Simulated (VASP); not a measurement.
## TePb: single point with PBEsol

TePb:

```xyz
2
Lattice="0.0000 3.2310 3.2310 3.2310 0.0000 3.2310 3.2310 3.2310 0.0000" Properties=species:S:1:pos:R:3 pbc="T T T"
Te    3.2310    3.2310    3.2310
Pb    0.0000    0.0000    0.0000
```

```yaml
Program: VASP 6.6.1
Task: single point
Functional: PBEsol
Potentials_or_basis: VASP PAW PBE potentials, release 64 (Te, Pb_d)
Cutoff: 520 eV
k_mesh: 3 × 3 × 3
Occupations: gaussian, width 0.01 eV
Spin: no spin polarisation
```

* Pressure: -0.5 GPa

Levels at points of the mesh, in eV from the Fermi level:
```csv
k point,band 8,band 9,band 10,band 11,band 12,band 13
"(0.00, 0.00, 0.00)",-1.02,-1.02,-1.02,4.38,4.38,4.38
```

Run time: 5 s on 1 thread of Intel(R) Xeon(R) 6975P-C (Granite Rapids), with other jobs on the host, peak memory 0.19 GiB.

Caveat: the k points lie up to 0.56 Å⁻¹ apart; this odd mesh misses L, where the gap lies, so gap, dielectric constants and Born charges aren't listed; the PAW data sets were made with another functional, which shifts forces and pressure a little; spin-orbit coupling is left out, which moves the levels of the heavy elements.
